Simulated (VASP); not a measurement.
# Mo (Pm-3m) in VASP: notebook

The runs below take Mo through single point, with PBE.

Program: VASP 6.6.1. These are calculated values, not measurements. Logs are shortened: lines on timing, memory, paths and dates and some standing lists are left out, and cuts for length are marked.

**1. The cell of the first run**

The structure is cubic, space group Pm-3m (No. 221). The conventional cell has a = 2.604 Å, b = 2.604 Å, c = 2.604 Å, α = 90.00°, β = 90.00°, γ = 90.00°. Mo (site symmetry m-3m) has 6 Mo at 2.60 Å within 3.4 Å.

**2. Single point, PBE**

INCAR

```
ALGO = Normal
EDIFF = 1E-6
ENCUT = 520
GGA = PE
ISIF = 2
ISMEAR = -1
LASPH = T
LCHARG = F
LREAL = F
LWAVE = F
NBANDS = 13
NELM = 100
PREC = Accurate
SIGMA = 0.1
```

KPOINTS

```
k-points
0
Gamma
  12 12 12
```

POSCAR

```
Mo
1.0
    2.6039359908      0.0000000000      0.0000000000
    0.0000000000      2.6039359908      0.0000000000
    0.0000000000      0.0000000000      2.6039359908
Mo
1
Direct
    0.0000000000      0.0000000000      0.0000000000
```

Potentials or basis: VASP PAW PBE potentials, release 64 (Mo_sv).

Command:

```
> cat potpaw_PBE.64/Mo_sv/POTCAR > POTCAR
> mpirun -np 1 vasp_std > vasp.out
```

OUTCAR:

```text
EDIFF = 1E-6
   ENCUT = 520
   GGA = PE
   ISIF = 2
   ISMEAR = -1
   LASPH = T
   LREAL = F
   NELM = 100
   PREC = Accurate

 ion  position               nearest neighbor table
   1  0.000  0.000  0.000-

  LATTYP: Found a simple cubic cell.
 ALAT       =     2.6039359908

  Lattice vectors:

 A1 = (   2.6039359908,   0.0000000000,   0.0000000000)
 A2 = (   0.0000000000,   2.6039359908,   0.0000000000)
 A3 = (   0.0000000000,   0.0000000000,   2.6039359908)

Analysis of symmetry for initial positions (statically):
=====================================================================
 Subroutine PRICEL returns:
 Original cell was already a primitive cell.

 Routine SETGRP: Setting up the symmetry group for a
 simple cubic supercell.

 Subroutine GETGRP returns: Found 48 space group operations
 (whereof 48 operations were pure point group operations)
 out of a pool of 48 trial point group operations.

The static configuration has the point symmetry O_h .

Analysis of symmetry for dynamics (positions and initial velocities):
=====================================================================
 Subroutine PRICEL returns:
 Original cell was already a primitive cell.

 Routine SETGRP: Setting up the symmetry group for a
 simple cubic supercell.

 Subroutine GETGRP returns: Found 48 space group operations
 (whereof 48 operations were pure point group operations)
 out of a pool of 48 trial point group operations.

The dynamic configuration has the point symmetry O_h .

 Subroutine INISYM returns: Found 48 space group operations
 (whereof 48 operations are pure point group operations),
 and found     1 'primitive' translations

----------------------------------------------------------------------------------------

                                     Primitive cell

  volume of cell :      17.6559

  direct lattice vectors                    reciprocal lattice vectors
     2.603935991  0.000000000  0.000000000     0.384034018  0.000000000  0.000000000
     0.000000000  2.603935991  0.000000000     0.000000000  0.384034018  0.000000000
     0.000000000  0.000000000  2.603935991     0.000000000  0.000000000  0.384034018

  length of vectors
     2.603935991  2.603935991  2.603935991     0.384034018  0.384034018  0.384034018

  position of ions in fractional coordinates (direct lattice)
     0.000000000  0.000000000  0.000000000

  ion indices of the primitive-cell ions
   primitive index   ion index
                 1           1

----------------------------------------------------------------------------------------

 KPOINTS: k-points

Automatic generation of k-mesh.
 Grid dimensions read from file:
 generate k-points for:   12   12   12

 Generating k-lattice:

  Cartesian coordinates                     Fractional coordinates (reciprocal lattice)
     0.032002835  0.000000000  0.000000000     0.083333333  0.000000000  0.000000000
     0.000000000  0.032002835  0.000000000     0.000000000  0.083333333  0.000000000
     0.000000000  0.000000000  0.032002835     0.000000000  0.000000000  0.083333333

  Length of vectors
     0.032002835  0.032002835  0.032002835

  Shift w.r.t. Gamma in fractional coordinates (k-lattice)
     0.000000000  0.000000000  0.000000000

 Subroutine IBZKPT returns following result:
 ===========================================

 Found     84 irreducible k-points:

 Following reciprocal coordinates:
            Coordinates               Weight
  0.000000  0.000000  0.000000      1.000000
  0.083333  0.000000  0.000000      6.000000
  0.166667  0.000000  0.000000      6.000000
  0.250000  0.000000  0.000000      6.000000
  0.333333  0.000000  0.000000      6.000000
  0.416667  0.000000  0.000000      6.000000
[... 16 lines left out ...]
  0.333333  0.333333  0.000000     12.000000
  0.416667  0.333333  0.000000     24.000000
 [... further k-points ...]
   k-points           NKPTS =     84   k-points in BZ     NKDIM =     84   number of bands    NBANDS=     13
   number of dos      NEDOS =    301   number of ions     NIONS =      1
   total plane-waves  NPLWV =   8000
   dimension x,y,z NGX =    20 NGY =   20 NGZ =   20
   dimension x,y,z NGXF=    40 NGYF=   40 NGZF=   40
   ions per type =               1
   NGX,Y,Z   is equivalent  to a cutoff of  12.77, 12.77, 12.77 a.u.
   NGXF,Y,Z  is equivalent  to a cutoff of  25.54, 25.54, 25.54 a.u.
 SYSTEM =  unknown system
   PREC   = accura    normal or accurate (medium, high low for compatibility)
   ISTART =      0    job   : 0-new  1-cont  2-samecut
   ICHARG =      2    charge: 1-file 2-atom 10-const
   ISPIN  =      1    spin polarized calculation?
   LNONCOLLINEAR =      F non collinear calculations
   LSORBIT =      F    spin-orbit coupling
   LASPH  =      T    aspherical Exc in radial PAW
   ENCUT  =  520.0 eV  38.22 Ry    6.18 a.u.   4.84  4.84  4.84*2*pi/ulx,y,z
   NELM   =    100;   NELMIN=  2; NELMDL= -5     # of ELM steps
   EDIFF  = 0.1E-05   stopping-criterion for ELM
   LREAL  =      F    real-space projection
   EDIFFG = 0.1E-04   stopping-criterion for IOM
   NSW    =      0    number of steps for IOM
   IBRION =     -1    ionic relax: 0-MD 1-quasi-New 2-CG
   NFREE  =      0    steps in history (QN), initial steepest desc. (CG)
   ISIF   =      2    stress and relaxation
   ISYM   =      2    0-nonsym 1-usesym 2-fastsym
   POTIM  = 0.5000    time-step for ionic-motion
   TEBEG  =    0.0;   TEEND  =   0.0 temperature during run
   PSTRESS=    0.0 pullay stress
   NELECT =      14.0000    total number of electrons
   NUPDOWN=      -1.0000    fix difference up-down
   EMIN   =  10.00;   EMAX   =-10.00  energy-range for DOS
   EFERMI =   0.00;   METHOD = LEGACY
   ISMEAR =    -1;   SIGMA  =   0.10  broadening in eV -4-tet -1-fermi 0-gaus
   EFERMI_NEDOS =   21; number of points for ismear=-14 and -15
   IALGO  =     38    algorithm
   IMIX   =      4    mixing-type and parameters
     AMIX     =   0.40;   BMIX     =  1.00
     AMIX_MAG =   1.60;   BMIX_MAG =  1.00
  volume/ion in A,a.u.               =      17.66       119.15
  Fermi-wavevector in a.u.,A,eV,Ry     =   1.515260  2.863427 31.239158  2.296013
  Thomas-Fermi vector in A             =   2.624808
   LORBIT       =      0    0 simple, 1 ext, 2 COOP (PROOUT), +10 PAW based schemes
   GGA     = PE    functional components
   LHFCALC =     F    Hartree Fock is set to
   AEXX    =    0.0000 exact exchange contribution
   IVDW    =     0    specifies the selected vdW correction
   LEPSILON=     F    determine dielectric tensor
   LRPA    =     F    only Hartree local field effects (RPA)
 non-spin polarized calculation
  energy-cutoff  :      520.00
  volume of cell :       17.66
 maximum number of plane-waves:       488
 NGX is ok and might be reduce to    20
   NGX =  9   NGY =  9   NGZ =  9

 number of electron      13.9999996 magnetization

 Free energy of the ion-electron system (eV)
  ---------------------------------------------------
  ext. energy  EPLUGINS =         0.00000000
  ---------------------------------------------------
  free energy    TOTEN  =        -9.80516824 eV

  energy without entropy =       -9.77206256  energy(sigma->0) =       -9.78861540

 E-fermi :  10.5620     XC(G=0): -12.5718

 val. band max:       10.5399767031   @ k =   0.3333   0.3333   0.1667
 cond. band min:      10.5860431034   @ k =   0.4167   0.3333   0.1667
 fundamental gap:      0.0460664003
 Fermi energy:        10.5619843659

 k-point     1 :       0.0000    0.0000    0.0000
  band No.  band energies     occupation
      1     -50.4860      2.00000
      2     -23.7697      2.00000
      3     -23.7697      2.00000
      4     -23.7697      2.00000
      5       4.1642      2.00000
      6       6.4857      2.00000
      7       6.4857      2.00000
      8      14.4245      0.00000
      9      14.4245      0.00000
     10      14.4245      0.00000
     11      26.0700      0.00000
     12      26.0700      0.00000
     13      26.0700      0.00000

 k-point     2 :       0.0833    0.0000    0.0000
  band No.  band energies     occupation
      1     -50.4733      2.00000
      2     -23.8744      2.00000
      3     -23.7608      2.00000
      4     -23.7608      2.00000
      5       4.3731      2.00000
      6       6.5389      2.00000
      7       6.7227      2.00000
      8      14.1369      0.00000
      9      14.1369      0.00000
     10      14.4454      0.00000
     11      25.0276      0.00000
     12      26.4931      0.00000
     13      26.4931      0.00000

 k-point     3 :       0.1667    0.0000    0.0000
  band No.  band energies     occupation
      1     -50.4382      2.00000
      2     -24.1545      2.00000
      3     -23.7364      2.00000
      4     -23.7364      2.00000
      5       4.9102      2.00000
      6       6.6878      2.00000
      7       7.4412      2.00000
      8      13.4326      0.00000
      9      13.4326      0.00000
     10      14.5030      0.00000
     11      23.0570      0.00000
     12      27.5780      0.00000
     13      27.5780      0.00000
[... 305 lines left out ...]
 k-point    23 :       0.3333    0.3333    0.0000
  band No.  band energies     occupation
      1     -50.1999      2.00000
      2     -24.7505      2.00000
      3     -24.7225      2.00000
      4     -23.5728      2.00000
      5       6.6750      2.00000
      6       7.7950      2.00000
      7      11.7576      0.00001
      8      12.2295      0.00000
      9      12.4460      0.00000
     10      12.9595      0.00000
     11      20.5839      0.00000
     12      24.5016      0.00000
     13      27.8751      0.00000

 k-point    24 :       0.4167    0.3333    0.0000
  band No.  band energies     occupation
      1     -50.1647      2.00000
      2     -24.9807      2.00000
      3     -24.7006      2.00000
      4     -23.5490      2.00000
      5       6.2846      2.00000
      6       7.9835      2.00000
      7      11.8789      0.00000
      8      12.3641      0.00000
      9      12.4594      0.00000
     10      14.4798      0.00000
     11      19.4852      0.00000
     12      25.1657      0.00000
     13      27.3261      0.00000

 [... further k-points ...]

------------------------ aborting loop because EDIFF is reached ----------------------------------------

  FORCE on cell =-STRESS in cart. coord.  units (eV):
  Direction    XX          YY          ZZ          XY          YZ          ZX
  --------------------------------------------------------------------------------------
  -------------------------------------------------------------------------------------
  Total        0.0522189      0.0522189      0.0522189      0.0000000      0.0000000     -0.0000000
  in kB        4.7385715      4.7385715      4.7385715      0.0000000      0.0000000     -0.0000000
  external PRESSURE =       4.7385715 kB  Pullay stress =       0.0000000 kB

 VOLUME and BASIS-vectors are now :
 -----------------------------------------------------------------------------
  energy-cutoff  :      520.00
  volume of cell :       17.66
      direct lattice vectors                 reciprocal lattice vectors
     2.603935991  0.000000000  0.000000000     0.384034018  0.000000000  0.000000000
     0.000000000  2.603935991  0.000000000     0.000000000  0.384034018  0.000000000
     0.000000000  0.000000000  2.603935991     0.000000000  0.000000000  0.384034018

 POSITION                                       TOTAL-FORCE (eV/Angst)
 -----------------------------------------------------------------------------------
      0.00000      0.00000      0.00000         0.000000      0.000000      0.000000
 -----------------------------------------------------------------------------------
    total drift:                               -0.000000      0.000000     -0.000000

  FREE ENERGIE OF THE ION-ELECTRON SYSTEM (eV)
  ---------------------------------------------------
  free  energy   TOTEN  =        -9.8051682434 eV

  energy  without entropy=       -9.7720625577  energy(sigma->0) =       -9.78861540
```

It took 5.5 s on 1 thread of AMD EPYC 9R45 (Zen 5), shared host; peak memory 0.1 GiB.

Results:

| Quantity | Value |
| --- | --- |
| Free energy | -9.8052 eV |
| Pressure | 0.5 GPa |
| Band gap on the k mesh | zero (band 7 reaches 11.97 eV, above the bottom of band 8 at 9.82 eV) |

(Part 1 of 2 ends here.)
